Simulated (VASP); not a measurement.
# FeSi16 (a cell with a defect) in VASP: single point with r2SCAN

Aim: the single point of FeSi16 (a cell with a defect) with r2SCAN.

All numbers are computed with VASP 6.6.1; they aren't measurements. Logs are shortened: lines on timing, memory, paths and dates and some standing lists are left out, and cuts for length are marked.

## Step 1: The cell of the first run

The cell holds a defect, 17 atoms: a = 7.679 Å, b = 7.679 Å, c = 7.679 Å, α = 60.00°, β = 60.00°, γ = 60.00°.

## Step 2: Single point, r2SCAN, collinear spin, ferromagnetic start

Contents of POSCAR:

```
FeSi16
1.0
    0.0000000000      5.4300000000      5.4300000000
    5.4300000000      0.0000000000      5.4300000000
    5.4300000000      5.4300000000      0.0000000000
Si Fe
16 1
Direct
    0.0001945945     -0.0002939234      0.0000718715
    0.1246162797      0.1239270692      0.1244530212
    0.0021066177      0.0008552289      0.4985842706
    0.1247551752      0.1238909407      0.6270304374
    0.0020137708      0.4980764411      0.0014520488
    0.1245812537      0.6266731413      0.1244191830
    0.0022957071      0.4980247455      0.4985357076
    0.1285973033      0.6234560044      0.6240295653
    0.4987458079      0.0010565686      0.0017308738
    0.6271397518      0.1239076898      0.1246101931
    0.4988933997      0.0011357760      0.4987428482
    0.6245678595      0.1271109648      0.6243548529
    0.4986924757      0.4980325265      0.0019277850
    0.6244138992      0.6236536610      0.1278164265
    0.5009754508      0.4994997802      0.5001938743
    0.6247668878      0.6237146525      0.6245637259
    0.7510389656      0.7494253329      0.7502584149
```

Contents of INCAR.step1:

```
SYSTEM = FeSi16
  ALGO = Normal
  EDIFF = 1E-4
  ENCUT = 520
  GGA = PE
  ISMEAR = -1
  ISPIN = 2
  LASPH = .True.
  LCHARG = .False.
  LMAXMIX = 4
  LREAL = Auto
  LWAVE = .True.
  MAGMOM = 0 0 0 0 0 0 0 0 0 0 0 0 0 0 0 0 2.5
  NBANDS = 54
  NELM = 150
  PREC = Accurate
  SIGMA = 0.05
```

Contents of INCAR.step2:

```
SYSTEM = FeSi16
  ALGO = Normal
  EDIFF = 1E-6
  ENCUT = 520
  ISIF = 2
  ISMEAR = -1
  ISPIN = 2
  ISTART = 1
  LASPH = .True.
  LCHARG = .False.
  LMAXMIX = 4
  LMIXTAU = .True.
  LORBIT = 11
  LREAL = Auto
  LWAVE = .False.
  MAGMOM = 0 0 0 0 0 0 0 0 0 0 0 0 0 0 0 0 2.5
  METAGGA = R2SCAN
  NBANDS = 54
  NELM = 150
  PREC = Accurate
  SIGMA = 0.05
```

Contents of KPOINTS:

```
k-points
0
Gamma
  2 2 2
  0 0 0
```

Potentials or basis: VASP PAW PBE potentials, release 64 (Si, Fe).

Run with:

```bash
> cat potpaw_PBE.64/Si/POTCAR potpaw_PBE.64/Fe/POTCAR > POTCAR
> cp INCAR.step1 INCAR
> mpirun -np 1 vasp_std > vasp.out
> cp INCAR.step2 INCAR
> mpirun -np 1 vasp_std > vasp.out
```

OUTCAR:

```text
SYSTEM = FeSi16
   EDIFF = 1E-6
   ENCUT = 520
   ISIF = 2
   ISMEAR = -1
   ISPIN = 2
   ISTART = 1
   LASPH = .True.
   LORBIT = 11
   LREAL = Auto
   METAGGA = R2SCAN
   NELM = 150
   PREC = Accurate

 ion  position               nearest neighbor table
   1  0.000  1.000  0.000-   2 2.34   6 2.34   4 2.34  10 2.34
   2  0.125  0.124  0.124-   1 2.34   9 2.35   3 2.35   5 2.35
   3  0.002  0.001  0.499-   4 2.35   2 2.35   8 2.37  12 2.37  17 2.73
   4  0.125  0.124  0.627-   1 2.34   3 2.35   7 2.35  11 2.35
   5  0.002  0.498  0.001-   6 2.35   2 2.35   8 2.37  14 2.37  17 2.73
   6  0.125  0.627  0.124-   1 2.34  13 2.35   7 2.35   5 2.35
   7  0.002  0.498  0.499-   6 2.35   4 2.35   8 2.37  16 2.37  17 2.73
   8  0.129  0.623  0.624-  15 2.33   7 2.37   3 2.37   5 2.37  17 2.37
   9  0.499  0.001  0.002-  10 2.35   2 2.35  12 2.37  14 2.37  17 2.73
  10  0.627  0.124  0.125-   1 2.34   9 2.35  13 2.35  11 2.35
  11  0.499  0.001  0.499-  10 2.35   4 2.35  12 2.37  16 2.37  17 2.73
  12  0.625  0.127  0.624-  15 2.33  11 2.37   9 2.37   3 2.37  17 2.37
  13  0.499  0.498  0.002-   6 2.35  10 2.35  14 2.37  16 2.37  17 2.74
  14  0.624  0.624  0.128-  15 2.33  13 2.37   9 2.37  17 2.37   5 2.37
  15  0.501  0.499  0.500-  16 2.33  14 2.33   8 2.33  12 2.33
  16  0.625  0.624  0.625-  15 2.33  13 2.37  11 2.37   7 2.37  17 2.37
  17  0.751  0.749  0.750-   8 2.37  14 2.37  16 2.37  12 2.37   5 2.73   3 2.73   9 2.73   7 2.73
                            11 2.73  13 2.74

  LATTYP: Found a face centered cubic cell.
 ALAT       =    10.8600000000

  Lattice vectors:

 A1 = (   0.0000000000,   5.4300000000,   5.4300000000)
 A2 = (   5.4300000000,   0.0000000000,   5.4300000000)
 A3 = (   5.4300000000,   5.4300000000,   0.0000000000)

Analysis of symmetry for initial positions (statically):
=====================================================================
 Subroutine PRICEL returns:
 Original cell was already a primitive cell.

 Routine SETGRP: Setting up the symmetry group for a
 face centered cubic supercell.

 Subroutine GETGRP returns: Found  1 space group operations
 (whereof  1 operations were pure point group operations)
 out of a pool of 48 trial point group operations.

The static configuration has the point symmetry C_1 .

Analysis of symmetry for dynamics (positions and initial velocities):
=====================================================================
 Subroutine PRICEL returns:
 Original cell was already a primitive cell.

 Routine SETGRP: Setting up the symmetry group for a
 face centered cubic supercell.

 Subroutine GETGRP returns: Found  1 space group operations
 (whereof  1 operations were pure point group operations)
 out of a pool of 48 trial point group operations.

The dynamic configuration has the point symmetry C_1 .

Analysis of structural, dynamic, and magnetic symmetry:
=====================================================================
 Subroutine PRICEL returns:
 Original cell was already a primitive cell.

 Routine SETGRP: Setting up the symmetry group for a
 face centered cubic supercell.

 Subroutine GETGRP returns: Found  1 space group operations
 (whereof  1 operations were pure point group operations)
 out of a pool of 48 trial point group operations.

The overall configuration has the point symmetry C_1 .

 Subroutine INISYM returns: Found  1 space group operations
 (whereof  1 operations are pure point group operations),
 and found     1 'primitive' translations

----------------------------------------------------------------------------------------

                                     Primitive cell

  volume of cell :     320.2060

  direct lattice vectors                    reciprocal lattice vectors
     0.000000000  5.430000000  5.430000000    -0.092081031  0.092081031  0.092081031
     5.430000000  0.000000000  5.430000000     0.092081031 -0.092081031  0.092081031
     5.430000000  5.430000000  0.000000000     0.092081031  0.092081031 -0.092081031

  length of vectors
     7.679179644  7.679179644  7.679179644     0.159489025  0.159489025  0.159489025

  position of ions in fractional coordinates (direct lattice)
     0.000194595  0.999706077  0.000071871
     0.124616280  0.123927069  0.124453021
     0.002106618  0.000855229  0.498584271
     0.124755175  0.123890941  0.627030437
[... 75 lines left out ...]
   ions per type =              16   1
   NGX,Y,Z   is equivalent  to a cutoff of  12.99, 12.99, 12.99 a.u.
   NGXF,Y,Z  is equivalent  to a cutoff of  25.98, 25.98, 25.98 a.u.
 SYSTEM =  FeSi16
   PREC   = accura    normal or accurate (medium, high low for compatibility)
   ISTART =      1    job   : 0-new  1-cont  2-samecut
   ICHARG =      0    charge: 1-file 2-atom 10-const
   ISPIN  =      2    spin polarized calculation?
   LNONCOLLINEAR =      F non collinear calculations
   LSORBIT =      F    spin-orbit coupling
   LASPH  =      T    aspherical Exc in radial PAW
   ENCUT  =  520.0 eV  38.22 Ry    6.18 a.u.  14.28 14.28 14.28*2*pi/ulx,y,z
   NELM   =    150;   NELMIN=  2; NELMDL=  0     # of ELM steps
   EDIFF  = 0.1E-05   stopping-criterion for ELM
   LREAL  =      T    real-space projection
   EDIFFG = 0.1E-04   stopping-criterion for IOM
   NSW    =      0    number of steps for IOM
   IBRION =     -1    ionic relax: 0-MD 1-quasi-New 2-CG
   NFREE  =      0    steps in history (QN), initial steepest desc. (CG)
   ISIF   =      2    stress and relaxation
   ISYM   =      2    0-nonsym 1-usesym 2-fastsym
   POTIM  = 0.5000    time-step for ionic-motion
   TEBEG  =    0.0;   TEEND  =   0.0 temperature during run
   PSTRESS=    0.0 pullay stress
   NELECT =      72.0000    total number of electrons
   NUPDOWN=      -1.0000    fix difference up-down
   EMIN   =  10.00;   EMAX   =-10.00  energy-range for DOS
   EFERMI =   0.00;   METHOD = LEGACY
   ISMEAR =    -1;   SIGMA  =   0.05  broadening in eV -4-tet -1-fermi 0-gaus
   EFERMI_NEDOS =   21; number of points for ismear=-14 and -15
   IALGO  =     38    algorithm
   IMIX   =      4    mixing-type and parameters
     AMIX     =   0.40;   BMIX     =  1.00
     AMIX_MAG =   1.60;   BMIX_MAG =  1.00
  volume/ion in A,a.u.               =      18.84       127.11
  Fermi-wavevector in a.u.,A,eV,Ry     =   0.995503  1.881228 13.483726  0.991026
  Thomas-Fermi vector in A             =   2.127527
   LORBIT       =     11    0 simple, 1 ext, 2 COOP (PROOUT), +10 PAW based schemes
   METAGGA = R2SCAN    functional components
   LHFCALC =     F    Hartree Fock is set to
   AEXX    =    0.0000 exact exchange contribution
   IVDW    =     0    specifies the selected vdW correction
   LEPSILON=     F    determine dielectric tensor
   LRPA    =     F    only Hartree local field effects (RPA)
 spin polarized calculation
  energy-cutoff  :      520.00
  volume of cell :      320.21
 maximum number of plane-waves:      8646
 NGX is ok and might be reduce to    60
   NGX = 29   NGY = 29   NGZ = 29

 number of electron      72.0000007 magnetization       2.2424164

 Free energy of the ion-electron system (eV)
  ---------------------------------------------------
  ext. energy  EPLUGINS =         0.00000000
  ---------------------------------------------------
  free energy    TOTEN  =      -151.89485598 eV

  energy without entropy =     -151.85682356  energy(sigma->0) =     -151.87583977

 E-fermi :   6.3973     XC(G=0): -10.1552

 val. band max:        6.3699685085   @ k =   0.0000   0.0000   0.0000
 cond. band min:       6.8673008635   @ k =   0.5000   0.0000   0.5000
 fundamental gap:      0.4973323550
 Fermi energy:         6.3973444226

 spin component 1

 k-point     1 :       0.0000    0.0000    0.0000
  band No.  band energies     occupation
      1      -6.6608      1.00000
      2      -4.1689      1.00000
      3      -4.1680      1.00000
      4      -4.1673      1.00000
      5      -4.1650      1.00000
      6      -2.4520      1.00000
[... 397 lines left out ...]
     47      10.6148      0.00000
     48      10.6440      0.00000
 Fermi energy:         6.3973444226

 spin component 2

 k-point     1 :       0.0000    0.0000    0.0000
  band No.  band energies     occupation
      1      -6.6510      1.00000
      2      -4.1585      1.00000
      3      -4.1573      1.00000
      4      -4.1564      1.00000
      5      -4.1376      1.00000
      6      -2.4634      1.00000
[... 397 lines left out ...]
     47      10.6812      0.00000
     48      10.6827      0.00000
 [bands above 48 left out]

------------------------ aborting loop because EDIFF is reached ----------------------------------------

  FORCE on cell =-STRESS in cart. coord.  units (eV):
  Direction    XX          YY          ZZ          XY          YZ          ZX
  --------------------------------------------------------------------------------------
  -------------------------------------------------------------------------------------
  Total        2.6200436      2.6264370      2.6180284      0.0155253      0.0015891      0.0072508
  in kB       13.1096051     13.1415953     13.0995219      0.0776824      0.0079512      0.0362798
  external PRESSURE =      13.1169074 kB  Pullay stress =       0.0000000 kB

 VOLUME and BASIS-vectors are now :
 -----------------------------------------------------------------------------
  energy-cutoff  :      520.00
  volume of cell :      320.21
      direct lattice vectors                 reciprocal lattice vectors
     0.000000000  5.430000000  5.430000000    -0.092081031  0.092081031  0.092081031
     5.430000000  0.000000000  5.430000000     0.092081031 -0.092081031  0.092081031
     5.430000000  5.430000000  0.000000000     0.092081031  0.092081031 -0.092081031

 POSITION                                       TOTAL-FORCE (eV/Angst)
 -----------------------------------------------------------------------------------
      5.42879      0.00145      5.42946         0.000595      0.000004      0.000181
      1.34870      1.35245      1.34959         0.001120     -0.000197      0.000457
      2.71196      2.71875      0.01608         0.001756     -0.001364      0.003008
      4.07750      4.08220      1.35015         0.000955      0.000575     -0.001261
      2.71244      0.01882      2.71549         0.002506      0.002678     -0.002642
      4.07843      1.35207      4.07931        -0.001686      0.000383     -0.002733
[... 9 lines left out ...]
      6.77815      6.78387      6.77925        -0.008537     -0.010856     -0.006414
      8.14328      8.15204      8.14752         0.000183     -0.004622     -0.000885
 -----------------------------------------------------------------------------------
    total drift:                                0.000483     -0.003724     -0.000699

  FREE ENERGIE OF THE ION-ELECTRON SYSTEM (eV)
  ---------------------------------------------------
  free  energy   TOTEN  =      -151.8948559800 eV

  energy  without entropy=     -151.8568235564  energy(sigma->0) =     -151.87583977

 total charge

# of ion       s       p       d       tot
------------------------------------------
    1        0.735   0.987   0.000   1.722
    2        0.735   0.973   0.000   1.708
    3        0.728   0.978   0.000   1.707
    4        0.735   0.973   0.000   1.708
    5        0.728   0.978   0.000   1.706
    6        0.735   0.973   0.000   1.708
[... 9 lines left out ...]
   16        0.726   0.986   0.000   1.713
   17        0.373   0.429   6.514   7.315
--------------------------------------------------
tot         12.075  16.077   6.514  34.666

 magnetization (x)

# of ion       s       p       d       tot
------------------------------------------
    1       -0.001  -0.004   0.000  -0.004
    2        0.002   0.008   0.000   0.009
    3       -0.001  -0.006   0.000  -0.007
    4        0.002   0.008   0.000   0.009
    5       -0.001  -0.006   0.000  -0.007
    6        0.002   0.008   0.000   0.009
[... 9 lines left out ...]
   16        0.002   0.028   0.000   0.030
   17        0.024   0.012   2.009   2.045
--------------------------------------------------
tot          0.033   0.115   2.009   2.157
```

Run time: 67 min. Hardware: 1 thread of Intel Xeon 8259CL, shared host; peak memory 0.83 GiB.

Results:

| Item | Value |
| --- | --- |
| Free energy | -151.8949 eV |
| Pressure | 1.3 GPa |
| Largest force | 0.017 eV/Å |
| Net moment | 2.24 μB per cell |
| Site moments | Si -0.00, +0.01, -0.01, +0.03, +0.00 (each value once); Fe +2.04 μB |
| Valence electrons inside the program's atomic spheres | Si 1.72, 1.71 (each value once); Fe 7.32 |

Forces in eV/Å, atoms in the order of the input:
```
Si   0.001  0.000  0.000
Si   0.001  0.000  0.000
Si   0.002 -0.001  0.003
Si   0.001  0.001 -0.001
Si   0.003  0.003 -0.003
Si  -0.002  0.000 -0.003
Si  -0.002 -0.002 -0.003
Si  -0.007  0.011  0.011
Si   0.003  0.001  0.000
Si  -0.002  0.001  0.001
Si  -0.002 -0.004 -0.001
Si   0.007 -0.007  0.009
Si  -0.002 -0.001 -0.001
Si   0.010  0.013 -0.006
Si  -0.001  0.001  0.001
Si  -0.009 -0.011 -0.006
Fe   0.000 -0.005 -0.001
```

Levels at points of the mesh, in eV from the Fermi level:
Spin up:
```csv
k point,band 34,band 35,band 36,band 37,band 38,band 39,band 40,band 41
"(0.00, 0.00, 0.00)",-0.57,-0.25,-0.25,-0.24,-0.24,0.62,0.62,0.86
"(0.50, 0.00, 0.00)",-1.06,-1.06,-0.52,-0.52,0.79,1.33,1.43,1.43
"(0.00, 0.50, 0.00)",-1.06,-1.06,-0.52,-0.52,0.80,1.33,1.43,1.43
"(0.00, 0.00, 0.50)",-1.06,-1.06,-0.52,-0.52,0.80,1.33,1.43,1.43
"(0.50, 0.50, 0.50)",-1.06,-1.06,-0.52,-0.52,0.80,1.33,1.43,1.43
"(0.50, 0.50, 0.00)",-1.78,-1.12,-1.12,-0.58,0.82,1.31,2.20,2.20
"(0.00, 0.50, 0.50)",-1.78,-1.12,-1.12,-0.58,0.82,1.31,2.20,2.20
"(0.50, 0.00, 0.50)",-1.78,-1.12,-1.12,-0.58,0.82,1.31,2.20,2.20
```
Spin down:
```tsv
k point	band 33	band 34	band 35	band 36	band 37	band 38
(0.00, 0.00, 0.00)	-0.10	-0.09	-0.09	-0.03	0.49	0.49
(0.50, 0.00, 0.00)	-0.72	-0.14	-0.13	0.93	0.99	0.99
(0.00, 0.50, 0.00)	-0.73	-0.14	-0.12	0.93	0.99	1.00
(0.00, 0.00, 0.50)	-0.73	-0.14	-0.12	0.93	0.99	1.00
(0.50, 0.50, 0.50)	-0.73	-0.13	-0.12	0.94	0.99	0.99
(0.50, 0.50, 0.00)	-0.95	-0.11	-0.10	0.47	1.42	1.61
(0.00, 0.50, 0.50)	-0.95	-0.11	-0.11	0.47	1.42	1.61
(0.50, 0.00, 0.50)	-0.95	-0.11	-0.10	0.47	1.42	1.61
```

Caveat: the k points lie up to 0.50 Å⁻¹ apart; the PAW data sets were made with another functional, which shifts forces and pressure a little.
